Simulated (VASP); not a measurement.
Wanted: the native input for a VASP 6.6.1 run.

| Item | Value |
| --- | --- |
| Task | single point |
| Functional | PBE |
| Potentials or basis | VASP PAW PBE potentials, release 64 (Dy_3, Ge_d, P), 4f in core |
| Cutoff | 500 eV |
| k mesh | 10 × 10 × 6 |
| Occupations | gaussian, width 0.1 eV |
| Spin | no spin polarisation |
| Dipole correction | no |
| Mended | yes |
| Further INCAR settings | ALGO = Normal; EDIFF = 1e-06; NBANDS = 36 |

The structure of DyGe3P lies in POSCAR:

```
DyGe3P
1.0
    3.7960074658      0.0000000000      0.0000000000
    0.0000000000      3.7960074658      0.0000000000
    0.0000000000      0.0000000000      7.5021438593
Dy Ge P
1 3 1
Direct
    0.0000000000      0.0000000000      0.0000000000
    0.5000000000      0.5000000000      0.8184815394
    0.5000000000      0.5000000000      0.1815184606
    0.0000000000      0.0000000000      0.5000000000
    0.5000000000      0.5000000000      0.5000000000
```

The cell was built from a structure type or drawn by symmetry, and may not be a known phase.

These files were run (other wordings do the same):

INCAR

```
ALGO = Normal
EDIFF = 1E-6
ENCUT = 500
GGA = PE
GGA_COMPAT = F
ISIF = 2
ISMEAR = 0
LASPH = T
LCHARG = F
LMAXMIX = 6
LREAL = F
LWAVE = F
NBANDS = 36
NELM = 200
PREC = Accurate
SIGMA = 0.1
```

KPOINTS

```
k-points
0
Gamma
  10 10 6
```

Potentials or basis: VASP PAW PBE potentials, release 64 (Dy_3, Ge_d, P), 4f in core.

Run with:

```console
$ cat potpaw_PBE.64/Dy_3/POTCAR potpaw_PBE.64/Ge_d/POTCAR potpaw_PBE.64/P/POTCAR > POTCAR
$ mpirun -np 1 vasp_std > vasp.out
```

Results of the run:

- Pressure: 0.1 GPa
- Largest force: 0.036 eV/Å
- Band gap on the k mesh: zero (bands 28 and 29 overlap by 2.26 eV)

Caveat: spin-orbit coupling is left out, which moves the levels of the heavy elements; the 4f electrons are frozen in the core, so they carry no moment and show no levels.

Wall time 120 s on 1 thread of Intel(R) Xeon(R) 6975P-C (Granite Rapids), with other jobs on the host, peak memory 0.4 GiB.
